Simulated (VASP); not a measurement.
# AlPd4 (P-3m1) in VASP: notebook, part 3 of 3

VASP 6.6.1.

## Step 5: Single point, PBE

This run uses another cell than the first one, of 15.18 Å³/atom, 1.130 times its volume.

The input, INCAR:

```
PREC     = Accurate       # precision mode
ENCUT    = 520            # plane-wave cutoff, eV
EDIFF    = 1E-7           # SCF threshold, eV
ISMEAR   = 0              # smearing method
SIGMA    = 0.1            # smearing width, eV
LREAL    = F              # projectors in reciprocal space
LASPH    = T              # aspherical terms in the spheres
NELM     = 100            # most SCF steps
ALGO     = Fast           # electronic algorithm
ISIF     = 2              # what is computed and relaxed
LWAVE    = F              # write WAVECAR
LCHARG   = F              # write CHGCAR
GGA      = PE             # functional
NBANDS   = 30             # bands
```

The input, KPOINTS:

```
Automatic mesh
0
Gamma
  18 18 4
```

The input, POSCAR:

```
AlPd4
1.0
    2.8483029805      0.0000000000      0.0000000000
   -1.4241514902      2.4667027388      0.0000000000
    0.0000000000      0.0000000000     10.8019634326
Al Pd
1 4
Direct
    0.0000000000      0.0000000000      0.0000000000
    0.3333333333      0.6666666667      0.8212223354
    0.3333333333      0.6666666667      0.3941498756
    0.6666666667      0.3333333333      0.1787776646
    0.6666666667      0.3333333333      0.6058501244
```

On the command line:

```sh
> cat potpaw_PBE.64/Al/POTCAR potpaw_PBE.64/Pd/POTCAR > POTCAR
> mpirun -np 1 vasp_std > vasp.out
```

Run time: 16 min. Hardware: 1 thread of AMD EPYC, shared host; peak memory 0.35 GiB.

Results (log left out):

* Free energy: -26.4136 eV
* Pressure: -0.1 GPa
* Largest force: 0.023 eV/Å

Forces in eV/Å, atoms in the order of the input:
```
Al   0.000  0.000  0.000
Pd   0.000  0.000 -0.023
Pd   0.000  0.000  0.004
Pd   0.000  0.000  0.023
Pd   0.000  0.000 -0.004
```

Stress tensor (GPa, compression positive):
```
-0.13  0.00  0.00
 0.00 -0.13  0.00
 0.00  0.00  0.00
```

Levels at points of the mesh, in eV from the Fermi level:
```csv
k point,band 17,band 18,band 19,band 20,band 21,band 22,band 23,band 24,band 25,band 26
"(0.00, 0.00, 0.00)",-1.87,-1.66,-1.66,-1.22,-0.88,-0.88,-0.60,-0.33,-0.33,7.07
"(0.50, 0.00, 0.00)",-0.60,-0.37,-0.02,0.04,0.14,0.52,1.50,2.05,3.45,3.66
"(0.00, 0.00, 0.50)",-1.82,-1.82,-1.72,-1.72,-0.87,-0.87,-0.33,-0.33,0.56,5.69
"(0.50, 0.00, 0.50)",-0.60,-0.40,-0.07,0.04,0.08,0.14,1.87,2.36,2.86,3.82
```

## Step 6: Single point, PBE

This run uses another cell than the first one, of 15.18 Å³/atom, 1.130 times its volume.

The input, INCAR:

```
SYSTEM = AlPd4
PREC = Accurate
ENCUT = 520
EDIFF = 1E-6
ISMEAR = 0
SIGMA = 0.1
LREAL = .FALSE.
LASPH = .TRUE.
NELM = 80
ALGO = Fast
ISIF = 2
LWAVE = .FALSE.
LCHARG = .FALSE.
GGA = PE
NBANDS = 30
```

The input, KPOINTS:

```
Automatic mesh
0
G
  18 18 4
  0 0 0
```

POSCAR is that of step 5.

Potentials or basis: VASP PAW PBE potentials, release 64 (Al, Pd).

On the command line:

```sh
> cat potpaw_PBE.64/Al/POTCAR potpaw_PBE.64/Pd/POTCAR > POTCAR
> mpirun -np 1 vasp_std > vasp.out
```

OUTCAR:

```text
SYSTEM = AlPd4
   PREC = Accurate
   ENCUT = 520
   EDIFF = 1E-6
   ISMEAR = 0
   LREAL = .FALSE.
   LASPH = .TRUE.
   NELM = 80
   ISIF = 2
   GGA = PE

 ion  position               nearest neighbor table
   1  0.000  0.000  0.000-   2 2.54   4 2.54   2 2.54   4 2.54   4 2.54   2 2.54
   2  0.333  0.667  0.821-   1 2.54   1 2.54   1 2.54   5 2.85   5 2.85   5 2.85
   3  0.333  0.667  0.394-   5 2.82   5 2.82   5 2.82   4 2.85   4 2.85   4 2.85
   4  0.667  0.333  0.179-   1 2.54   1 2.54   1 2.54   3 2.85   3 2.85   3 2.85
   5  0.667  0.333  0.606-   3 2.82   3 2.82   3 2.82   2 2.85   2 2.85   2 2.85

  LATTYP: Found a hexagonal cell.
 ALAT       =     2.8483029805
 C/A-ratio  =     3.7924207876

  Lattice vectors:

 A1 = (   2.8483029805,   0.0000000000,   0.0000000000)
 A2 = (  -1.4241514902,   2.4667027388,   0.0000000000)
 A3 = (   0.0000000000,   0.0000000000,  10.8019634326)

Analysis of symmetry for initial positions (statically):
=====================================================================
 Subroutine PRICEL returns:
 Original cell was already a primitive cell.

 Routine SETGRP: Setting up the symmetry group for a
 hexagonal supercell.

 Subroutine GETGRP returns: Found 12 space group operations
 (whereof 12 operations were pure point group operations)
 out of a pool of 24 trial point group operations.

The static configuration has the point symmetry D_3d.

Analysis of symmetry for dynamics (positions and initial velocities):
=====================================================================
 Subroutine PRICEL returns:
 Original cell was already a primitive cell.

 Routine SETGRP: Setting up the symmetry group for a
 hexagonal supercell.

 Subroutine GETGRP returns: Found 12 space group operations
 (whereof 12 operations were pure point group operations)
 out of a pool of 24 trial point group operations.

The dynamic configuration has the point symmetry D_3d.

 Subroutine INISYM returns: Found 12 space group operations
 (whereof 12 operations are pure point group operations),
 and found     1 'primitive' translations

----------------------------------------------------------------------------------------

                                     Primitive cell

  volume of cell :      75.8937

  direct lattice vectors                    reciprocal lattice vectors
     2.848302981  0.000000000  0.000000000     0.351086246  0.202699738  0.000000000
    -1.424151490  2.466702739  0.000000000     0.000000000  0.405399477  0.000000000
     0.000000000  0.000000000 10.801963433     0.000000000  0.000000000  0.092575762

  length of vectors
     2.848302981  2.848302980 10.801963433     0.405399477  0.405399477  0.092575762

  position of ions in fractional coordinates (direct lattice)
     0.000000000  0.000000000  0.000000000
     0.333333333  0.666666667  0.821222335
     0.333333333  0.666666667  0.394149876
     0.666666667  0.333333333  0.178777665
     0.666666667  0.333333333  0.605850124

  ion indices of the primitive-cell ions
   primitive index   ion index
                 1           1
                 2           2
[... 27 lines left out ...]

 Found    138 irreducible k-points:

 Following reciprocal coordinates:
            Coordinates               Weight
  0.000000  0.000000  0.000000      1.000000
  0.055556  0.000000  0.000000      6.000000
  0.111111  0.000000  0.000000      6.000000
  0.166667  0.000000  0.000000      6.000000
  0.222222  0.000000  0.000000      6.000000
  0.277778  0.000000  0.000000      6.000000
[... 16 lines left out ...]
  0.333333  0.111111  0.000000     12.000000
  0.388889  0.111111  0.000000     12.000000
 [... further k-points ...]
   k-points           NKPTS =    138   k-points in BZ     NKDIM =    138   number of bands    NBANDS=     30
   number of dos      NEDOS =    301   number of ions     NIONS =      5
   total plane-waves  NPLWV =  46080
   dimension x,y,z NGX =    24 NGY =   24 NGZ =   80
   dimension x,y,z NGXF=    48 NGYF=   48 NGZF=  160
   ions per type =               1   4
   NGX,Y,Z   is equivalent  to a cutoff of  14.01, 14.01, 12.31 a.u.
   NGXF,Y,Z  is equivalent  to a cutoff of  28.02, 28.02, 24.62 a.u.
 SYSTEM =  AlPd4
   PREC   = accura    normal or accurate (medium, high low for compatibility)
   ISTART =      0    job   : 0-new  1-cont  2-samecut
   ICHARG =      2    charge: 1-file 2-atom 10-const
   ISPIN  =      1    spin polarized calculation?
   LNONCOLLINEAR =      F non collinear calculations
   LSORBIT =      F    spin-orbit coupling
   LASPH  =      T    aspherical Exc in radial PAW
   ENCUT  =  520.0 eV  38.22 Ry    6.18 a.u.   5.30  5.30 20.08*2*pi/ulx,y,z
   NELM   =     80;   NELMIN=  2; NELMDL= -5     # of ELM steps
   EDIFF  = 0.1E-05   stopping-criterion for ELM
   LREAL  =      F    real-space projection
   EDIFFG = 0.1E-04   stopping-criterion for IOM
   NSW    =      0    number of steps for IOM
   IBRION =     -1    ionic relax: 0-MD 1-quasi-New 2-CG
   NFREE  =      0    steps in history (QN), initial steepest desc. (CG)
   ISIF   =      2    stress and relaxation
   ISYM   =      2    0-nonsym 1-usesym 2-fastsym
   POTIM  = 0.5000    time-step for ionic-motion
   TEBEG  =    0.0;   TEEND  =   0.0 temperature during run
   PSTRESS=    0.0 pullay stress
   NELECT =      43.0000    total number of electrons
   NUPDOWN=      -1.0000    fix difference up-down
   EMIN   =  10.00;   EMAX   =-10.00  energy-range for DOS
   EFERMI =   0.00;   METHOD = LEGACY
   ISMEAR =     0;   SIGMA  =   0.10  broadening in eV -4-tet -1-fermi 0-gaus
   EFERMI_NEDOS =   21; number of points for ismear=-14 and -15
   IALGO  =     68    algorithm
   IMIX   =      4    mixing-type and parameters
     AMIX     =   0.40;   BMIX     =  1.00
     AMIX_MAG =   1.60;   BMIX_MAG =  1.00
  volume/ion in A,a.u.               =      15.18       102.43
  Fermi-wavevector in a.u.,A,eV,Ry     =   1.354656  2.559929 24.967961  1.835093
  Thomas-Fermi vector in A             =   2.481809
   LORBIT       =      0    0 simple, 1 ext, 2 COOP (PROOUT), +10 PAW based schemes
   GGA     = PE    functional components
   LHFCALC =     F    Hartree Fock is set to
   AEXX    =    0.0000 exact exchange contribution
   IVDW    =     0    specifies the selected vdW correction
   LEPSILON=     F    determine dielectric tensor
   LRPA    =     F    only Hartree local field effects (RPA)
 non-spin polarized calculation
 RMM-DIIS sequential band-by-band and
 Gauss-broadening in eV      SIGMA  =   0.10
  energy-cutoff  :      520.00
  volume of cell :       75.89
 maximum number of plane-waves:      2064
 NGX is ok and might be reduce to    24
   NGX = 11   NGY = 11   NGZ = 41

 number of electron      42.9999992 magnetization

 Free energy of the ion-electron system (eV)
  ---------------------------------------------------
  ext. energy  EPLUGINS =         0.00000000
  ---------------------------------------------------
  free energy    TOTEN  =       -26.41358911 eV

  energy without entropy =      -26.39455970  energy(sigma->0) =      -26.40407441

 E-fermi :   9.2326     XC(G=0): -12.4752

 val. band max:        9.2256444141   @ k =   0.3889   0.0000   0.5000
 cond. band min:       9.2444176817   @ k =   0.2778   0.1111   0.2500
 fundamental gap:      0.0187732676
 Fermi energy:         9.2325715408

 k-point     1 :       0.0000    0.0000    0.0000
  band No.  band energies     occupation
      1      -0.5482      2.00000
      2       2.8755      2.00000
      3       3.3552      2.00000
      4       4.2687      2.00000
      5       4.4892      2.00000
      6       6.0003      2.00000
[... 781 lines left out ...]
     29      16.5129      0.00000
     30      18.1671      0.00000

 [... further k-points ...]

------------------------ aborting loop because EDIFF is reached ----------------------------------------

  FORCE on cell =-STRESS in cart. coord.  units (eV):
  Direction    XX          YY          ZZ          XY          YZ          ZX
  --------------------------------------------------------------------------------------
  -------------------------------------------------------------------------------------
  Total       -0.0517116     -0.0517116      0.0127841     -0.0000000      0.0000000     -0.0000000
  in kB       -1.0916731     -1.0916731      0.2698819     -0.0000000      0.0000000     -0.0000000
  external PRESSURE =      -0.6378214 kB  Pullay stress =       0.0000000 kB

 VOLUME and BASIS-vectors are now :
 -----------------------------------------------------------------------------
  energy-cutoff  :      520.00
  volume of cell :       75.89
      direct lattice vectors                 reciprocal lattice vectors
     2.848302981  0.000000000  0.000000000     0.351086246  0.202699738  0.000000000
    -1.424151490  2.466702739  0.000000000     0.000000000  0.405399477  0.000000000
     0.000000000  0.000000000 10.801963433     0.000000000  0.000000000  0.092575762

 POSITION                                       TOTAL-FORCE (eV/Angst)
 -----------------------------------------------------------------------------------
      0.00000      0.00000      0.00000        -0.000000      0.000000     -0.000000
     -0.00000      1.64447      8.87081         0.000000     -0.000000     -0.024479
     -0.00000      1.64447      4.25759        -0.000000      0.000000      0.004581
      1.42415      0.82223      1.93115        -0.000000      0.000000      0.024479
      1.42415      0.82223      6.54437         0.000000     -0.000000     -0.004581
 -----------------------------------------------------------------------------------
    total drift:                               -0.000000      0.000000     -0.000000

  FREE ENERGIE OF THE ION-ELECTRON SYSTEM (eV)
  ---------------------------------------------------
  free  energy   TOTEN  =       -26.4135891149 eV

  energy  without entropy=      -26.3945596983  energy(sigma->0) =      -26.40407441
```

stdout:

```text
POSCAR found type information on POSCAR AlPd
 POSCAR found :  2 types and       5 ions
 scaLAPACK will be used
 LDA part: xc-table for (Slater+PW92), standard interpolation
 POSCAR, INCAR and KPOINTS ok, starting setup
 FFT: planning ... GRIDC
 FFT: planning ... GRID_SOFT
 FFT: planning ... GRID
 WAVECAR not read
 entering main loop
```

Run time: 11 min. Hardware: 1 thread of AMD EPYC, shared host; peak memory 0.35 GiB.

Results:

- Free energy: -26.4136 eV
- Pressure: -0.1 GPa
- Largest force: 0.024 eV/Å

Forces in eV/Å, atoms in the order of the input:
```
Al   0.000  0.000  0.000
Pd   0.000  0.000 -0.024
Pd   0.000  0.000  0.005
Pd   0.000  0.000  0.024
Pd   0.000  0.000 -0.005
```

Stress tensor (GPa, compression positive):
```
-0.11  0.00  0.00
 0.00 -0.11  0.00
 0.00  0.00  0.03
```

Levels at points of the mesh, in eV from the Fermi level:
```tsv
k point	band 19	band 20	band 21	band 22	band 23	band 24
(0.00, 0.00, 0.00)	-1.66	-1.22	-0.88	-0.88	-0.60	-0.33
(0.50, 0.00, 0.00)	-0.02	0.04	0.14	0.52	1.50	2.05
(0.00, 0.00, 0.50)	-1.72	-1.72	-0.87	-0.87	-0.33	-0.33
(0.50, 0.00, 0.50)	-0.07	0.04	0.08	0.14	1.87	2.36
```

## Step 7: Summary

| task | cell | k mesh | cutoff (eV) | gap on the mesh (eV) | pressure (GPa) | largest force (eV/Å) |
| --- | --- | --- | --- | --- | --- | --- |
| single point | a = 2.889, b = 2.889, c = 9.290 Å, angles 90.0, 90.0, 120.0°, 5 atoms | 6 × 6 × 2 | 520 | none | 56.1 | 8.86 |
| single point | a = 2.849, b = 2.849, c = 10.791 Å, angles 90.0, 90.0, 120.0°, 5 atoms | 6 × 6 × 2 | 520 | none | -0.2 | 0.02 |
| relaxation of cell and atoms | relaxed from a = 2.889, b = 2.889, c = 9.290 Å, angles 90.0, 90.0, 120.0°, 5 atoms | 6 × 6 × 2 | 600 | - | -0.1 | 0.03 |
| single point | a = 2.848, b = 2.848, c = 10.802 Å, angles 90.0, 90.0, 120.0°, 5 atoms | 18 × 18 × 4 | 520 | none | -0.1 | 0.02 |

Alike in all rows: level PBE; potentials or basis VASP PAW PBE potentials, release 64 (Al, Pd); no spin polarisation; smearing gaussian 0.1 eV.

Caveats: some runs use coarse meshes; forces of over 1 eV/Å act on the atoms, so gaps and moduli don't describe the material at rest (some runs); the bands computed are all filled at some k points, so no gap is given (some runs).

Total energies depend on the potentials used, so only differences within one code and one set of settings carry meaning.
